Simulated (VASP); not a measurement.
Here is a VASP 6.6.1 calculation.

The input INCAR:

```
PREC = Accurate
ENCUT = 520
EDIFF = 1E-6
ISMEAR = 0
SIGMA = 0.02
LREAL = False
LASPH = True
NELM = 80
ALGO = Normal
ISIF = 2
LWAVE = False
LCHARG = True
GGA = PE
LELF = True
LVHAR = True
NBANDS = 25
```

Contents of KPOINTS:

```
Automatic mesh
0
Gamma
  10 10 5
```

POSCAR

```
CuO
1.0
    2.3418500000     -1.7113000000      0.0000000000
    2.3418500000      1.7113000000      0.0000000000
   -0.8500274268      0.0000000000      5.0578693947
Cu O
2 2
Direct
    0.5000000000      0.0000000000      0.5000000000
    0.0000000000      0.5000000000      0.0000000000
    0.4184000000      0.5816000000      0.7500000000
    0.5816000000      0.4184000000      0.2500000000
```

Potentials or basis: VASP PAW PBE potentials, release 64 (Cu, O).

The run is started by

```console
$ cat potpaw_PBE.64/Cu/POTCAR potpaw_PBE.64/O/POTCAR > POTCAR
$ mpirun -np 1 vasp_std > vasp.out
```

Q: What does it give for the largest force?

A: 0.218 eV/Å.

Q: Estimate the band gap on the k mesh.

A: Zero (bands 17 and 18 overlap by 0.60 eV).

Q: What does it give for the pressure?

A: 6.4 GPa.

Stress tensor (GPa, compression positive):
```
 6.37  0.00 -1.35
 0.00  7.26  0.00
-1.35  0.00  5.66
```

Caveat: the cell stands under pressure; semilocal functionals often make such compounds metallic where correlation or magnetic order opens a gap, which also shifts bond lengths. With open d or f shells a metallic result of PBE can be an artefact of self-interaction; +U or a hybrid may open a gap.
